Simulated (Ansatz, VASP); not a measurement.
**NaCl: VASP beside Ansatz**

```
Na Cl
1.0
    -0.01366    2.72536    2.72536
     2.72536   -0.01366    2.72536
     2.72536    2.72536   -0.01366
Na Cl
1 1
Direct
  0.00000 0.00000 0.00000
  0.50000 0.50000 0.50000
```

Change from the starting cell: equal xy, yz and zx engineering shears of -0.5 %, PAW files.

Alike in both runs: functional LDA; k mesh 8 × 8 × 8; no spin polarisation.

Ansatz relaxed the structure, and its values are those at the end. VASP's run is a single point on that final structure, the one shown.

|  | VASP | Ansatz |
| --- | --- | --- |
| version | VASP 6.6.1 | Ansatz 0.2.0 |
| potentials or method | VASP PAW LDA potentials, release 64 (Na_pv, Cl) | PAW with Ansatz's default frozen-core files, scalar-relativistic |
| plane-wave cutoff (eV) | 520 | 420 |
| occupations | gaussian, width 0.01 eV | fixed |
| valence electrons in the cell | 14 | 16 |

Ansatz gave:

- gap on the k mesh at the Fermi level (eV): 5.05
- pressure (GPa): 0.0

What did VASP give for the same quantities?

gap on the k mesh at the Fermi level (eV): 5.06; pressure (GPa): 0.0.

LDA's correlation is that of Perdew and Zunger in VASP and of Perdew and Wang (1992) in Ansatz. VASP's potentials hold 14 valence electrons a cell and Ansatz's 16, so a difference there can come from the potentials and not from the codes.
